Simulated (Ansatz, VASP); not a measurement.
# One calculation of TiC, two programs

The input INCAR:

```
ALGO = Normal ; EDIFF = 1E-7
EDIFFG = -0.01 ; ENCUT = 910
GGA = CA ; GGA_COMPAT = False
IBRION = 2 ; ISIF = 3
ISMEAR = -1 ; LASPH = True
LCHARG = False ; LDAU = True
LDAUJ = 0 0 ; LDAUL = 2 -1
LDAUPRINT = 1 ; LDAUTYPE = 2
LDAUU = 6 0 ; LMAXMIX = 4
LREAL = False ; LWAVE = False
NELM = 200 ; NELMIN = 4
NSW = 60 ; PREC = Accurate
SIGMA = 0.05
```

KPOINTS

```
k-points
0
Gamma
  11 11 11
```

File POSCAR:

```
TiC
1.0
    0.0000000000      2.1657188437      2.1657188437
    2.1657188437      0.0000000000      2.1657188437
    2.1657188437      2.1657188437      0.0000000000
Ti C
1 1
Direct
    0.0000000000      0.0000000000      0.0000000000
    0.5000000000      0.5000000000      0.5000000000
```

input.yaml

```yaml
crystal:
  lattice:
    - [0.0, 2.1657188437, 2.1657188437]
    - [2.1657188437, 0.0, 2.1657188437]
    - [2.1657188437, 2.1657188437, 0.0]
  atoms:
    - { symbol: Ti, position: [0.0, 0.0, 0.0] }
    - { symbol: C, position: [0.5, 0.5, 0.5] }
hamiltonian:
  xc: lda
  pseudopotentials: { kind: paw }
  hubbard: { sites: [{ species: Ti, l: d, u_eff: 6.0 }] }
kpoints:
  mp_grid: { grid: [11, 11, 11] }
scf:
  occupations: { method: fermi_dirac, width: 0.05 }
output:
  forces: true
  stress: true
  write_density: true
  write_potential: true
  elf: true
  volumetric_format: npy
relax:
  f_tol: 0.01
  max_steps: 40
  cell: { stress_tol: 0.05 }
```

Alike in both runs: task relaxation of cell and atoms; functional LDA; k mesh 11 × 11 × 11; occupations fermi-dirac, width 0.05 eV; no spin polarisation; Hubbard terms Ti d U = 6.0 eV.

|  | VASP | Ansatz |
| --- | --- | --- |
| version | VASP 6.6.1 | Ansatz 0.2.0 |
| potentials or method | VASP PAW LDA potentials, release 64 (Ti_sv, C_h) | Ansatz PAW |
| plane-wave cutoff (eV) | 910 | 420 |
| valence electrons in the cell | 16 | 16 |

Ansatz gave:

```
gap on the k mesh at the Fermi level, each at its own relaxed structure (eV) : none
relaxed volume (Å³/atom)                                                     : 10.09
relaxed cell length with the largest relative difference (Å)                 : 3.056
```

Problem. What did VASP give for the same quantities?

Solution. gap on the k mesh at the Fermi level, each at its own relaxed structure (eV): none; relaxed volume (Å³/atom): 10.35; relaxed cell length with the largest relative difference (Å): 3.082.

LDA's correlation is that of Perdew and Zunger in VASP and of Perdew and Wang (1992) in Ansatz. The programs project onto different local orbitals, so the same U acts differently, and such runs can settle in different states. A gap of «none» marks a metal or a gap that the smearing closes.

Noted on VASP's run: the cutoff is short for stress, so the pressure is rough. Noted on Ansatz's run: the plane-wave basis is chosen anew once the cell has moved, so the energies of steps on either side of that aren't comparable.
